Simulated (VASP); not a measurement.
A run of VASP 6.6.1 is set up as follows.

File INCAR:

```
PREC = Accurate
ENCUT = 520
EDIFF = 1E-7
ISMEAR = -1
SIGMA = 0.0476
LREAL = F
LASPH = T
NELM = 150
ALGO = Normal
ISIF = 2
LWAVE = F
LCHARG = F
LMAXMIX = 4
LDAU = T
LDAUTYPE = 2
LDAUL = -1 -1 2
LDAUU = 0 0 5
LDAUJ = 0 0 0
LDAUPRINT = 1
GGA = PE
NBANDS = 38
```

The input KPOINTS:

```
Automatic mesh
0
Gamma
  5 5 5
```

Contents of POSCAR:

```
BPtF6
1.0
    4.7830511239     -0.0000002816     -0.0000001758
   -2.3915253180      4.1422439217     -0.0000000643
   -2.3915253241      1.3807482243      4.2580705868
B F Pt
1 6 1
Direct
    0.5000000000      0.5000000000      0.5000000000
    0.2899416797      0.1490523404      0.7179647672
    0.8509476596      0.4229245721      0.7179647672
    0.5770754279      0.7100583203      0.7179647672
    0.7100583203      0.8509476596      0.2820352328
    0.1490523404      0.5770754279      0.2820352328
    0.4229245721      0.2899416797      0.2820352328
    0.0000000000      0.0000000000      0.0000000000
```

Potentials or basis: VASP PAW PBE potentials, release 64 (B, F, Pt).

The run is started by

```bash
$ cat potpaw_PBE.64/B/POTCAR potpaw_PBE.64/F/POTCAR potpaw_PBE.64/Pt/POTCAR > POTCAR
$ mpirun -np 1 vasp_std > vasp.out
```

Task: Estimate the pressure.

Result: -1.7 GPa.

Task: What does it give for the largest force?

Result: 0.243 eV/Å.

Task: Estimate the band gap on the k mesh.

Result: Zero (an odd number of electrons rules out a gap without spin polarisation).

Eigenvalues of the final occupation matrices:
```
    site  spin  trace               eigenvalues
site 8 d     1   4.02  0.55 0.55 0.98 0.98 0.98
site 8 d     2   4.02  0.55 0.55 0.98 0.98 0.98
```

Caveat: spin-orbit coupling is left out, which moves the levels of the heavy elements; an odd number of electrons without spin polarisation forces a metal; a magnetic or distorted state may lie lower; U without spin polarisation on a metal has little footing.
